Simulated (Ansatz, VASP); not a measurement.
# CdSnBi2Te4 in VASP and in Ansatz

```
CELL_PARAMETERS angstrom
-4.22253 4.22253 3.61714
4.22253 -4.22253 3.61714
4.22253 4.22253 -3.61714
ATOMIC_POSITIONS crystal
Bi 0.50000 0.00000 0.50000
Bi 0.00000 0.50000 0.50000
Cd 0.50000 0.50000 0.00000
Sn 0.00000 0.00000 0.00000
Te 0.42166 0.42166 0.36418
Te 0.57834 0.94252 0.00000
Te 0.05748 0.05748 0.63582
Te 0.94252 0.57834 0.00000
```

Alike in both runs: task relaxation of cell and atoms; functional PBE; k mesh 4 × 4 × 4; no spin polarisation.

|  | VASP | Ansatz |
| --- | --- | --- |
| version | VASP 6.6.1 | Ansatz 0.2.0 |
| potentials or method | VASP PAW PBE potentials, release 64 (Bi_d, Cd, Sn_d, Te), cutoff 600 eV | PAW plane waves |
| occupations | fermi-dirac, width 0.1 eV | fermi-dirac |
| valence electrons in the cell | 80 | 128 |

|  | VASP | Ansatz | Ansatz less VASP |
| --- | --- | --- | --- |
| gap on the k mesh at the Fermi level, each at its own relaxed structure (eV) | none | none | - |
| relaxed volume (Å³/atom) | 30.61 | 30.61 | +0.002 |
| relaxed length of the cell vector where the two differ most in proportion (Å) | 6.826 | 6.827 | +0.0001 |

A gap of «none» marks a metal or a gap that the smearing closes. VASP's potentials hold 80 valence electrons a cell and Ansatz's 128, so a difference there can come from the potentials and not from the codes.

Spin-orbit coupling is off throughout.
